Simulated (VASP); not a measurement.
**NbInS4: relaxation of cell and atoms with PBE**

Crystal: NbInS4.

```
Nb In S
1.0
     3.37926    0.00000    0.00000
     0.00000    3.37926    0.00000
     0.00000    0.00000    9.02570
Nb In S
1 1 4
Direct
  0.50000 0.50000 0.50000
  0.00000 0.00000 0.00000
  0.00000 0.00000 0.63820
  0.50000 0.50000 0.17340
  0.50000 0.50000 0.82660
  0.00000 0.00000 0.36180
```

The cell was built from a structure type or drawn by symmetry, and may not be a known phase.

```
Program                : VASP 6.6.1
Task                   : relaxation of cell and atoms
Functional             : PBE
Potentials or basis    : VASP PAW PBE potentials, release 64 (Nb_sv, In_d, S)
Cutoff                 : 600 eV
k mesh                 : 6 × 6 × 2
Occupations            : gaussian, width 0.1 eV
Spin                   : no spin polarisation
Dipole correction      : no
Further INCAR settings : ALGO = Normal; EDIFF = 1e-07; IBRION = 2; EDIFFG = -0.04; NSW = 90; ISIF = 3
```

```yaml
Relaxed_volume: 21.07 Å³/atom
Relaxed_cell: a = 3.119 Å, b = 3.119 Å, c = 12.999 Å, α = 90.00°, β = 90.00°, γ = 90.00°
Space_group_after_relaxing_to_0.1_Å: P4/mmm (No. 123)
Energy_gained_by_relaxing: 91.6 meV/atom
Ionic_steps: 56
Pressure_after_relaxing: -0.1 GPa
Largest_force_after_relaxing: 0.021 eV/Å
Band_gap_on_the_k_mesh: zero (bands 25 and 26 overlap by 1.11 eV)
```

Forces on the atoms (eV/Å):
```
Nb   0.000  0.000  0.000
In   0.000  0.000  0.000
S    0.000  0.000  0.021
S    0.000  0.000 -0.009
S    0.000  0.000  0.009
S    0.000  0.000 -0.021
```

Stress tensor (GPa, compression positive):
```
-0.13  0.00  0.00
 0.00 -0.13  0.00
 0.00  0.00  0.00
```

Step by step:
```
step  energy change (eV)  largest force (eV/Å)  pressure (GPa)  volume (Å³)
   1              0.0000                0.3978            0.08       103.07
   3             -0.0268                0.1641            0.37       103.40
   5             -0.0657                0.2691           -2.59       106.88
   7             -0.0688                0.3571           -3.25       107.85
   9             -0.0800                0.4184           -3.42       108.28
  11             -0.1258                0.7716           -3.84       109.90
  13             -0.1347                0.9376           -3.85       110.41
  15             -0.1984                0.9993           -1.49       109.02
  17             -0.2184                0.8968           -0.54       108.44
  19             -0.2670                0.2904            2.31       106.55
  21             -0.2876                0.1705            0.78       107.87
  23             -0.3095                0.0532           -0.39       109.56
  25             -0.3314                0.2021            1.08       109.01
  27             -0.3365                0.4637            3.82       107.80
  29             -0.3495                0.3710            3.19       108.08
  31             -0.3551                0.3710            2.91       108.32
  33             -0.3672                0.4773            2.51       108.97
  35             -0.3992                0.5134            0.22       111.38
  37             -0.4021                0.5271           -0.67       112.39
  39             -0.4276                0.3691           -0.41       112.74
  41             -0.4463                0.4644            1.17       114.30
  43             -0.4727                0.2309            0.28       114.56
  45             -0.5102                0.6310           -0.71       122.18
  47             -0.5287                0.3318            0.06       120.16
  49             -0.5458                0.0419            0.18       122.63
  51             -0.5464                0.0643           -0.09       123.28
  53             -0.5481                0.0448            0.02       124.09
  55             -0.5492                0.0792            0.11       125.62
  56             -0.5497                0.0212           -0.08       126.44
```

Final structure:
```
Nb In S
1.0
     3.11880    0.00000    0.00000
     0.00000    3.11880    0.00000
     0.00000    0.00000   12.99871
Nb In S
1 1 4
Direct
  0.50000 0.50000 0.50000
  0.00000 0.00000 0.00000
  0.00000 0.00000 0.61136
  0.50000 0.50000 0.12939
  0.50000 0.50000 0.87061
  0.00000 0.00000 0.38864
```

Levels at points of the mesh, in eV from the Fermi level:
```
           k point  band 21  band 22  band 23  band 24  band 25  band 26  band 27  band 28  band 29  band 30
(0.00, 0.00, 0.00)    -0.40    -0.40    -0.30    -0.30     0.56     0.56     1.05     2.13     2.20     4.58
(0.50, 0.00, 0.00)    -1.52    -0.96    -0.63     0.67     0.91     0.91     0.98     1.24     3.42     3.48
(0.50, 0.50, 0.00)    -2.81    -2.81    -1.47    -1.18    -0.09     0.39     0.58     2.69     3.06     3.06
(0.00, 0.00, 0.50)    -0.39    -0.39    -0.32    -0.32     0.56     0.56     1.20     2.17     2.20     4.58
(0.50, 0.00, 0.50)    -1.57    -1.10    -0.52     0.67     0.91     0.93     0.98     1.24     3.49     3.50
(0.50, 0.50, 0.50)    -2.81    -2.81    -1.46    -1.18    -0.13     0.42     0.62     2.65     3.00     3.00
```

It took 28 min on 1 thread of Intel(R) Xeon(R) 6975P-C (Granite Rapids), on a shared host, peak memory 0.27 GiB.

Caveat: the volume moved by over 15 % at a fixed basis, so the end points are rough; spin-orbit coupling is left out, which moves the levels of the heavy elements; this functional lacks dispersion, which binds the layers, so the pressure and a relaxed spacing across them are unreliable.
